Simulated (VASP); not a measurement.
# GaSb (I-4m2) in VASP: further runs

The runs below take GaSb through single point, with LDA.

Program: VASP 6.6.1. These are calculated values, not measurements. Logs are shortened: lines on timing, memory, paths and dates and some standing lists are left out, and cuts for length are marked.

### Step 1. The cell of the first run

It takes space group I-4m2 (No. 119, tetragonal). Conventional cell: a = 5.713 Å, b = 5.713 Å, c = 3.181 Å, α = 90.00°, β = 90.00°, γ = 90.00°. Ga (site symmetry -4m2) has 8 Sb at 2.97 to 3.72 Å and 2 Ga at 3.18 Å within 3.9 Å. Sb (site symmetry -4m2) has 8 Ga at 2.97 to 3.72 Å and 2 Sb at 3.18 Å within 3.9 Å.

### Step 2. Single point, LDA (strain +0.0375 x Voigt [1, 1, 0, 0, 0, 0])

INCAR

```
PREC = Accurate ; ENCUT = 520
EDIFF = 1E-7 ; ISMEAR = 0
SIGMA = 0.15 ; LREAL = F
LASPH = T ; NELM = 100
ALGO = Normal ; ISIF = 2
LWAVE = F ; LCHARG = T
LELF = T ; LVHAR = T
NBANDS = 16
```

KPOINTS

```
regular mesh
0
Gamma
  18 18 18
```

POSCAR

```
GaSb
1.0
   -2.8566877750      2.8566877750      1.5907070000
    2.8566877750     -2.8566877750      1.5907070000
    2.8566877750      2.8566877750     -1.5907070000
Ga Sb
1 1
Direct
    0.2500000000      0.7500000000      0.5000000000
    0.0000000000      0.0000000000      0.0000000000
```

Potentials or basis: VASP PAW LDA potentials, release 64 (Ga_d, Sb).

Command:

```console
$ cat potpaw_LDA.64/Ga_d/POTCAR potpaw_LDA.64/Sb/POTCAR > POTCAR
$ mpirun -np 1 vasp_std > vasp.out
```

OUTCAR:

```text
PREC = Accurate
   ENCUT = 520
   EDIFF = 1E-7
   ISMEAR = 0
   LREAL = F
   LASPH = T
   NELM = 100
   ISIF = 2

 ion  position               nearest neighbor table
   1  0.250  0.750  0.500-   2 2.97   2 2.97   2 2.97   2 2.97
   2  0.000  0.000  0.000-   1 2.97   1 2.97   1 2.97   1 2.97

  LATTYP: Found a body centered tetragonal cell.
 ALAT       =     5.7133755500
 C/A-ratio  =     0.5568361422

  Lattice vectors:

 A1 = (  -2.8566877750,   2.8566877750,   1.5907070000)
 A2 = (   2.8566877750,  -2.8566877750,   1.5907070000)
 A3 = (   2.8566877750,   2.8566877750,  -1.5907070000)

Analysis of symmetry for initial positions (statically):
=====================================================================
 Subroutine PRICEL returns:
 Original cell was already a primitive cell.

 Routine SETGRP: Setting up the symmetry group for a
 body centered tetragonal supercell.

 Subroutine GETGRP returns: Found  8 space group operations
 (whereof  8 operations were pure point group operations)
 out of a pool of 16 trial point group operations.

The static configuration has the point symmetry D_2d.

Analysis of symmetry for dynamics (positions and initial velocities):
=====================================================================
 Subroutine PRICEL returns:
 Original cell was already a primitive cell.

 Routine SETGRP: Setting up the symmetry group for a
 body centered tetragonal supercell.

 Subroutine GETGRP returns: Found  8 space group operations
 (whereof  8 operations were pure point group operations)
 out of a pool of 16 trial point group operations.

The dynamic configuration has the point symmetry D_2d.

 Subroutine INISYM returns: Found  8 space group operations
 (whereof  8 operations are pure point group operations),
 and found     1 'primitive' translations

----------------------------------------------------------------------------------------

                                     Primitive cell

  volume of cell :      51.9249

  direct lattice vectors                    reciprocal lattice vectors
    -2.856687775  2.856687775  1.590707000     0.000000000  0.175027878  0.314325643
     2.856687775 -2.856687775  1.590707000     0.175027878  0.000000000  0.314325643
     2.856687775  2.856687775 -1.590707000     0.175027878  0.175027878  0.000000000

  length of vectors
     4.341852007  4.341852007  4.341852007     0.359771271  0.359771271  0.247526799

  position of ions in fractional coordinates (direct lattice)
     0.250000000  0.750000000  0.500000000
     0.000000000  0.000000000  0.000000000

  ion indices of the primitive-cell ions
   primitive index   ion index
                 1           1
                 2           2

----------------------------------------------------------------------------------------

 KPOINTS: regular mesh

Automatic generation of k-mesh.
 Grid dimensions read from file:
 generate k-points for:   18   18   18

 Generating k-lattice:

  Cartesian coordinates                     Fractional coordinates (reciprocal lattice)
     0.000000000  0.009723771  0.017462536     0.055555556  0.000000000 -0.000000000
     0.009723771  0.000000000  0.017462536     0.000000000  0.055555556 -0.000000000
     0.009723771  0.009723771  0.000000000     0.000000000  0.000000000  0.055555556

  Length of vectors
     0.019987293  0.019987293  0.013751489

  Shift w.r.t. Gamma in fractional coordinates (k-lattice)
     0.000000000  0.000000000  0.000000000

 Subroutine IBZKPT returns following result:
 ===========================================

 Found    480 irreducible k-points:

 Following reciprocal coordinates:
            Coordinates               Weight
  0.000000  0.000000  0.000000      1.000000
  0.055556  0.000000 -0.000000      8.000000
  0.111111  0.000000 -0.000000      8.000000
  0.166667 -0.000000  0.000000      8.000000
  0.222222  0.000000 -0.000000      8.000000
  0.277778 -0.000000  0.000000      8.000000
[... 16 lines left out ...]
 -0.277778  0.055556 -0.000000     16.000000
 -0.222222  0.055556 -0.000000     16.000000
 [... further k-points ...]
   k-points           NKPTS =    480   k-points in BZ     NKDIM =    480   number of bands    NBANDS=     16
   number of dos      NEDOS =    301   number of ions     NIONS =      2
   total plane-waves  NPLWV =  32768
   dimension x,y,z NGX =    32 NGY =   32 NGZ =   32
   dimension x,y,z NGXF=    64 NGYF=   64 NGZF=   64
   ions per type =               1   1
   NGX,Y,Z   is equivalent  to a cutoff of  12.25, 12.25, 12.25 a.u.
   NGXF,Y,Z  is equivalent  to a cutoff of  24.51, 24.51, 24.51 a.u.
 SYSTEM =  unknown system
   PREC   = accura    normal or accurate (medium, high low for compatibility)
   ISTART =      0    job   : 0-new  1-cont  2-samecut
   ICHARG =      2    charge: 1-file 2-atom 10-const
   ISPIN  =      1    spin polarized calculation?
   LNONCOLLINEAR =      F non collinear calculations
   LSORBIT =      F    spin-orbit coupling
   LASPH  =      T    aspherical Exc in radial PAW
   ENCUT  =  520.0 eV  38.22 Ry    6.18 a.u.   8.07  8.07  8.07*2*pi/ulx,y,z
   NELM   =    100;   NELMIN=  2; NELMDL= -5     # of ELM steps
   EDIFF  = 0.1E-06   stopping-criterion for ELM
   LREAL  =      F    real-space projection
   EDIFFG = 0.1E-05   stopping-criterion for IOM
   NSW    =      0    number of steps for IOM
   IBRION =     -1    ionic relax: 0-MD 1-quasi-New 2-CG
   NFREE  =      0    steps in history (QN), initial steepest desc. (CG)
   ISIF   =      2    stress and relaxation
   ISYM   =      2    0-nonsym 1-usesym 2-fastsym
   POTIM  = 0.5000    time-step for ionic-motion
   TEBEG  =    0.0;   TEEND  =   0.0 temperature during run
   PSTRESS=    0.0 pullay stress
   NELECT =      18.0000    total number of electrons
   NUPDOWN=      -1.0000    fix difference up-down
   EMIN   =  10.00;   EMAX   =-10.00  energy-range for DOS
   EFERMI =   0.00;   METHOD = LEGACY
   ISMEAR =     0;   SIGMA  =   0.15  broadening in eV -4-tet -1-fermi 0-gaus
   EFERMI_NEDOS =   21; number of points for ismear=-14 and -15
   IALGO  =     38    algorithm
   IMIX   =      4    mixing-type and parameters
     AMIX     =   0.40;   BMIX     =  1.00
     AMIX_MAG =   1.60;   BMIX_MAG =  1.00
  volume/ion in A,a.u.               =      25.96       175.20
  Fermi-wavevector in a.u.,A,eV,Ry     =   1.150024  2.173231 17.994471  1.322556
  Thomas-Fermi vector in A             =   2.286691
   LORBIT       =      0    0 simple, 1 ext, 2 COOP (PROOUT), +10 PAW based schemes
   GGA     = CA    functional components
   LHFCALC =     F    Hartree Fock is set to
   AEXX    =    0.0000 exact exchange contribution
   IVDW    =     0    specifies the selected vdW correction
   LEPSILON=     F    determine dielectric tensor
   LRPA    =     F    only Hartree local field effects (RPA)
 non-spin polarized calculation
 Gauss-broadening in eV      SIGMA  =   0.15
  energy-cutoff  :      520.00
  volume of cell :       51.92
 maximum number of plane-waves:      1420
   NGX = 17   NGY = 17   NGZ = 17

 number of electron      18.0000009 magnetization

 Free energy of the ion-electron system (eV)
  ---------------------------------------------------
  ext. energy  EPLUGINS =         0.00000000
  ---------------------------------------------------
  free energy    TOTEN  =        -8.19999479 eV

  energy without entropy =       -8.19038994  energy(sigma->0) =       -8.19519237

 E-fermi :   5.5600     XC(G=0): -10.1280

 val. band max:        5.5544434876   @ k =   0.2778   0.1111   0.0000
 cond. band min:       5.5629328383   @ k =  -0.3333   0.5000   0.0556
 fundamental gap:      0.0084893507
 Fermi energy:         5.5599783943

 k-point     1 :       0.0000    0.0000    0.0000
  band No.  band energies     occupation
      1      -9.3881      2.00000
      2      -9.3018      2.00000
      3      -9.2947      2.00000
      4      -9.2780      2.00000
      5      -9.2780      2.00000
      6      -5.8832      2.00000
[... 8 lines left out ...]
     15      15.1868      0.00000
     16      15.5298      0.00000

 k-point     2 :       0.0556    0.0000   -0.0000
  band No.  band energies     occupation
      1      -9.3842      2.00000
      2      -9.3020      2.00000
      3      -9.2942      2.00000
      4      -9.2796      2.00000
      5      -9.2796      2.00000
      6      -5.8267      2.00000
[... 8 lines left out ...]
     15      15.4046      0.00000
     16      15.6319      0.00000

 k-point     3 :       0.1111    0.0000   -0.0000
  band No.  band energies     occupation
      1      -9.3729      2.00000
      2      -9.3026      2.00000
      3      -9.2929      2.00000
      4      -9.2842      2.00000
      5      -9.2841      2.00000
      6      -5.6575      2.00000
[... 8 lines left out ...]
     15      14.7576      0.00000
     16      15.1182      0.00000

 k-point     4 :       0.1667   -0.0000    0.0000
  band No.  band energies     occupation
      1      -9.3556      2.00000
      2      -9.3036      2.00000
      3      -9.2931      2.00000
      4      -9.2911      2.00000
      5      -9.2886      2.00000
      6      -5.3772      2.00000
[... 8 lines left out ...]
     15      13.9808      0.00000
     16      14.6267      0.00000

 k-point     5 :       0.2222    0.0000   -0.0000
  band No.  band energies     occupation
      1      -9.3347      2.00000
      2      -9.3056      2.00000
      3      -9.3009      2.00000
      4      -9.2987      2.00000
      5      -9.2867      2.00000
      6      -4.9894      2.00000
[... 8 lines left out ...]
     15      13.3453      0.00000
     16      14.5977      0.00000

 k-point     6 :       0.2778   -0.0000    0.0000
  band No.  band energies     occupation
      1      -9.3175      2.00000
      2      -9.3101      2.00000
      3      -9.3068      2.00000
      4      -9.3026      2.00000
      5      -9.2837      2.00000
      6      -4.5017      2.00000
[... 8 lines left out ...]
     15      12.8712      0.00000
     16      14.8901      0.00000

 k-point     7 :       0.3333   -0.0000    0.0000
  band No.  band energies     occupation
      1      -9.3224      2.00000
      2      -9.3189      2.00000
      3      -9.3052      2.00000
      4      -9.2881      2.00000
      5      -9.2808      2.00000
      6      -3.9300      2.00000
[... 8 lines left out ...]
     15      12.6642      0.00000
     16      15.3671      0.00000

 k-point     8 :       0.3889    0.0000    0.0000
  band No.  band energies     occupation
      1      -9.3293      2.00000
      2      -9.3260      2.00000
      3      -9.3061      2.00000
      4      -9.2784      2.00000
      5      -9.2710      2.00000
      6      -3.3119      2.00000
[... 8 lines left out ...]
     15      13.7373      0.00000
     16      15.9261      0.00000

 k-point     9 :       0.4444    0.0000   -0.0000
  band No.  band energies     occupation
      1      -9.3340      2.00000
      2      -9.3307      2.00000
      3      -9.3067      2.00000
      4      -9.2768      2.00000
      5      -9.2597      2.00000
      6      -2.7476      2.00000
[... 8 lines left out ...]
     15      14.9059      0.00000
     16      15.9046      0.00000
[... 172 lines left out ...]
 k-point    19 :       0.5000    0.0556    0.0000
  band No.  band energies     occupation
      1      -9.3342      2.00000
      2      -9.3306      2.00000
      3      -9.3071      2.00000
      4      -9.2765      2.00000
      5      -9.2594      2.00000
      6      -2.6478      2.00000
[... 8 lines left out ...]
     15      15.2622      0.00000
     16      15.5889      0.00000

 k-point    20 :      -0.4444    0.0556    0.0000
  band No.  band energies     occupation
      1      -9.3298      2.00000
      2      -9.3260      2.00000
      3      -9.3068      2.00000
      4      -9.2777      2.00000
      5      -9.2705      2.00000
      6      -3.1722      2.00000
[... 8 lines left out ...]
     15      14.3873      0.00000
     16      15.8317      0.00000

 k-point    21 :      -0.3889    0.0556   -0.0000
  band No.  band energies     occupation
      1      -9.3232      2.00000
      2      -9.3189      2.00000
      3      -9.3059      2.00000
      4      -9.2874      2.00000
      5      -9.2798      2.00000
      6      -3.7874      2.00000
[... 8 lines left out ...]
     15      13.3640      0.00000
     16      15.2542      0.00000

 k-point    22 :      -0.3333    0.0556    0.0000
  band No.  band energies     occupation
      1      -9.3183      2.00000
      2      -9.3102      2.00000
      3      -9.3067      2.00000
      4      -9.3028      2.00000
      5      -9.2825      2.00000
      6      -4.3705      2.00000
[... 8 lines left out ...]
     15      13.2217      0.00000
     16      14.7688      0.00000

 k-point    23 :      -0.2778    0.0556   -0.0000
  band No.  band energies     occupation
      1      -9.3342      2.00000
      2      -9.3072      2.00000
      3      -9.3011      2.00000
      4      -9.2984      2.00000
      5      -9.2854      2.00000
      6      -4.8759      2.00000
[... 8 lines left out ...]
     15      13.6286      0.00000
     16      14.4857      0.00000

 k-point    24 :      -0.2222    0.0556   -0.0000
  band No.  band energies     occupation
      1      -9.3550      2.00000
      2      -9.3052      2.00000
      3      -9.2933      2.00000
      4      -9.2909      2.00000
      5      -9.2873      2.00000
      6      -5.2843      2.00000
[... 8 lines left out ...]
     15      14.1843      0.00000
     16      14.5609      0.00000

 [... further k-points ...]
[... 5 lines left out ...]
  --------------------------------------------------------------------------------------
  -------------------------------------------------------------------------------------
  Total       -2.3673856     -2.3673856     -1.9737308      0.0000000      0.0000000      0.0000000
  in kB      -73.0472471    -73.0472471    -60.9007687      0.0000000      0.0000000      0.0000000
  external PRESSURE =     -68.9984209 kB  Pullay stress =       0.0000000 kB

 VOLUME and BASIS-vectors are now :
 -----------------------------------------------------------------------------
  energy-cutoff  :      520.00
  volume of cell :       51.92
      direct lattice vectors                 reciprocal lattice vectors
    -2.856687775  2.856687775  1.590707000     0.000000000  0.175027878  0.314325643
     2.856687775 -2.856687775  1.590707000     0.175027878  0.000000000  0.314325643
     2.856687775  2.856687775 -1.590707000     0.175027878  0.175027878  0.000000000

 POSITION                                       TOTAL-FORCE (eV/Angst)
 -----------------------------------------------------------------------------------
      2.85669      0.00000      0.79535        -0.000000      0.000000      0.000000
      0.00000      0.00000      0.00000         0.000000     -0.000000     -0.000000
 -----------------------------------------------------------------------------------
    total drift:                                0.000000     -0.000000      0.000000

  FREE ENERGIE OF THE ION-ELECTRON SYSTEM (eV)
  ---------------------------------------------------
  free  energy   TOTEN  =        -8.1999947901 eV

  energy  without entropy=       -8.1903899408  energy(sigma->0) =       -8.19519237
```

Run time: 3.1 min. Hardware: 1 thread of AMD EPYC 9R45 (Zen 5), shared host; peak memory 0.46 GiB.

Results:

| Property | Result |
| --- | --- |
| Free energy | -8.2000 eV |
| Pressure | -6.9 GPa |
| Band gap on the k mesh | zero (band 9 reaches 7.15 eV, above the bottom of band 10 at 2.85 eV) |

Caveat: the cell differs from its parent crystal (strain +0.0375 x Voigt [1, 1, 0, 0, 0, 0]); spin-orbit coupling is left out, which moves the levels of the heavy elements.

### Step 3. Single point, LDA (strain -0.1500 x Voigt [1, 1, 0, 0, 0, 0])

INCAR

```
PREC     = Accurate       # precision mode
ENCUT    = 520            # plane-wave cutoff, eV
EDIFF    = 1E-6           # SCF threshold, eV
ISMEAR   = 0              # smearing method
SIGMA    = 0.15           # smearing width, eV
LREAL    = F              # projectors in reciprocal space
LASPH    = T              # aspherical terms in the spheres
NELM     = 100            # most SCF steps
ALGO     = Normal         # electronic algorithm
ISIF     = 2              # what is computed and relaxed
LWAVE    = F              # write WAVECAR
LCHARG   = F              # write CHGCAR
GGA      = CA             # functional
NBANDS   = 16             # bands
```

KPOINTS

```
Automatic mesh
0
Gamma
  18 18 18
```

POSCAR

```
GaSb
1.0
   -2.3404189000      2.3404189000      1.5907070000
    2.3404189000     -2.3404189000      1.5907070000
    2.3404189000      2.3404189000     -1.5907070000
Ga Sb
1 1
Direct
    0.2500000000      0.7500000000      0.5000000000
    0.0000000000      0.0000000000      0.0000000000
```

Potentials or basis: VASP PAW LDA potentials, release 64 (Ga_d, Sb).

Command:

```console
$ cat potpaw_LDA.64/Ga_d/POTCAR potpaw_LDA.64/Sb/POTCAR > POTCAR
$ mpirun -np 1 vasp_std > vasp.out
```

It took 2.3 min on 1 thread of AMD EPYC 9R45 (Zen 5), shared host; peak memory 0.34 GiB.

The run converged. Its results:

```yaml
Free_energy: -7.3007 eV
Pressure: 35.2 GPa
Band_gap_on_the_k_mesh: zero (band 9 reaches 14.02 eV, above the bottom of band 10 at 6.81 eV)
```

Stress tensor (GPa, compression positive):
```
43.41  0.00  0.00
 0.00 43.41  0.00
 0.00  0.00 18.86
```

Levels at points of the mesh, in eV from the Fermi level:
```tsv
k point	band 5	band 6	band 7	band 8	band 9	band 10	band 11	band 12	band 13	band 14
(0.00, 0.00, 0.00)	-15.65	-14.76	-1.84	-1.84	0.36	3.77	4.77	6.76	8.27	8.27
(0.50, 0.00, 0.00)	-15.58	-10.19	-8.00	-2.85	-2.18	-1.19	1.81	4.71	7.27	11.01
(0.50, 0.50, 0.00)	-15.59	-12.05	-10.22	0.87	1.46	4.67	4.71	4.78	5.17	7.14
(0.50, 0.50, 0.50)	-15.61	-9.13	-6.90	-6.90	-6.34	1.19	2.31	13.39	13.39	14.53
```

Caveat: the cell differs from its parent crystal (strain -0.1500 x Voigt [1, 1, 0, 0, 0, 0]); spin-orbit coupling is left out, which moves the levels of the heavy elements.

### Step 4. Single point, LDA (strain +0.1125 x Voigt [1, 1, 0, 0, 0, 0])

INCAR

```
PREC = Accurate
ENCUT = 520
EDIFF = 1E-7
ISMEAR = 0
SIGMA = 0.15
LREAL = False
LASPH = True
NELM = 100
ALGO = Normal
ISIF = 2
LWAVE = False
LCHARG = True
LELF = True
LVHAR = True
NBANDS = 16
```

KPOINTS is that of step 3.

POSCAR

```
GaSb
1.0
   -3.0631953250      3.0631953250      1.5907070000
    3.0631953250     -3.0631953250      1.5907070000
    3.0631953250      3.0631953250     -1.5907070000
Ga Sb
1 1
Direct
    0.2500000000      0.7500000000      0.5000000000
    0.0000000000      0.0000000000      0.0000000000
```

Command:

```console
$ cat potpaw_LDA.64/Ga_d/POTCAR potpaw_LDA.64/Sb/POTCAR > POTCAR
$ mpirun -np 1 vasp_std > vasp.out
```

It took 5.1 min on 1 thread of AMD EPYC 9R45 (Zen 5), shared host; peak memory 0.53 GiB.

Results (log left out):

```
Free energy            : -7.7626 eV
Pressure               : -9.2 GPa
Band gap on the k mesh : zero (band 9 reaches 5.07 eV, above the bottom of band 10 at 1.95 eV)
```

Stress tensor (GPa, compression positive):
```
-9.87  0.00  0.00
 0.00 -9.87  0.00
 0.00  0.00 -7.92
```

Levels at points of the mesh, in eV from the Fermi level:
```tsv
k point	band 6	band 7	band 8	band 9	band 10	band 11	band 12	band 13
(0.00, 0.00, 0.00)	-10.62	-4.31	-1.64	-1.64	3.57	5.11	5.37	5.37
(0.50, 0.00, 0.00)	-7.56	-4.49	-2.55	-0.89	-0.62	2.52	2.89	4.16
(0.50, 0.50, 0.00)	-9.80	-6.94	-0.36	0.78	1.48	1.60	4.87	7.22
(0.50, 0.50, 0.50)	-9.27	-5.73	-3.79	-3.79	4.37	6.19	7.27	7.27
```

Caveat: the cell differs from its parent crystal (strain +0.1125 x Voigt [1, 1, 0, 0, 0, 0]); spin-orbit coupling is left out, which moves the levels of the heavy elements.

### Step 5. Overview

| cell | gap on the mesh (eV) | pressure (GPa) |
| --- | --- | --- |
| a = 4.342 Å, angles 97.7, 97.7, 137.0°, 2 atoms | none | -6.9 |
| a = 3.672 Å, angles 100.8, 100.8, 128.7°, 2 atoms | none | 35.2 |
| a = 4.615 Å, angles 96.8, 96.8, 139.7°, 2 atoms | none | -9.2 |

Alike in all rows: task single point; level LDA; potentials or basis VASP PAW LDA potentials, release 64 (Ga_d, Sb); no spin polarisation; k mesh 18 × 18 × 18; cutoff (eV) 520; smearing gaussian 0.15 eV.

Caveats: spin-orbit coupling is left out, which moves the levels of the heavy elements.

Total energies depend on the potentials used, so only differences within one code and one set of settings carry meaning.
